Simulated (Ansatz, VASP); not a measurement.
## Two plane-wave programs on Cu3Sn2

File INCAR:

```
SYSTEM = Cu3Sn2
ALGO = Fast
EDIFF = 1E-7
ENCUT = 520
GGA = PE
ISIF = 2
ISMEAR = 0
LASPH = .TRUE.
LCHARG = .FALSE.
LREAL = .FALSE.
LWAVE = .FALSE.
NBANDS = 38
NELM = 100
PREC = Accurate
SIGMA = 0.1
```

The input KPOINTS:

```
k-points
0
G
  12 12 8
  0 0 0
```

The input POSCAR:

```
Cu3Sn2
1.0
    4.6917038325      0.0000000000      0.0000000000
   -2.3458519162      4.0631347059      0.0000000000
    0.0000000000      0.0000000000      5.4566820279
Cu Sn
3 2
Direct
    0.3333333333      0.6666666667      0.0000000000
    0.6666666667      0.3333333333      0.0000000000
    0.0000000000      0.0000000000      0.0000000000
    0.3333333333      0.6666666667      0.5000000000
    0.6666666667      0.3333333333      0.5000000000
```

Input for Ansatz:

```yaml
crystal:
  lattice:
    - [4.6917038325, 0.0, 0.0]
    - [-2.3458519162, 4.0631347059, 0.0]
    - [0.0, 0.0, 5.4566820279]
  atoms:
    - { symbol: Cu, position: [0.3333333333, 0.6666666667, 0.0] }
    - { symbol: Cu, position: [0.6666666667, 0.3333333333, 0.0] }
    - { symbol: Cu, position: [0.0, 0.0, 0.0] }
    - { symbol: Sn, position: [0.3333333333, 0.6666666667, 0.5] }
    - { symbol: Sn, position: [0.6666666667, 0.3333333333, 0.5] }
basis:
  ecutwfc: 420
kpoints:
  mp_grid: { grid: [12, 12, 8] }
  band_path:
    path:
      - [[0.0, 0.0, 0.0], [0.5, 0.0, 0.0], [0.33333333, 0.33333333, 0.0], [0.0, 0.0, 0.0], [0.0, 0.0, 0.5], [0.5, 0.0, 0.5], [0.33333333, 0.33333333, 0.5], [0.0, 0.0, 0.5]]
      - [[0.5, 0.0, 0.5], [0.5, 0.0, 0.0]]
      - [[0.33333333, 0.33333333, 0.5], [0.33333333, 0.33333333, 0.0]]
    npoints: 14
hamiltonian:
  xc: pbe
scf:
  occupations: { method: gaussian, width: 0.1 }
  n_extra_bands: 12
output:
  forces: true
  stress: true
  eigenvalues: true
  populations: true
  dos: { projected: true, de: 0.02, nscf_kmesh: { grid: [15, 15, 10] } }
  bader: true
  write_density: true
  write_potential: true
  elf: true
  volumetric_format: npy
```

Alike in both runs: task single point; functional PBE; k mesh 12 × 12 × 8; occupations gaussian, width 0.1 eV; no spin polarisation.

```csv
,VASP,Ansatz
version,VASP 6.6.1,Ansatz 0.2.0
potentials or method,"VASP PAW PBE potentials, release 64 (Cu, Sn_d), cutoff 520 eV","scalar-relativistic, plane waves, PAW"
valence electrons in the cell,61,85
```

|  | VASP | Ansatz | Ansatz less VASP |
| --- | --- | --- | --- |
| gap on the k mesh at the Fermi level (eV) | none | none | - |
| pressure (GPa) | 0.1 | 0.0 | -0.14 |
| traceless stress, the component that is largest in VASP (GPa) | -0.06 | 0.00 | +0.059 |

A gap of «none» marks a metal or a gap that the smearing closes. VASP's potentials hold 61 valence electrons a cell and Ansatz's 85, so a difference there can come from the potentials and not from the codes.
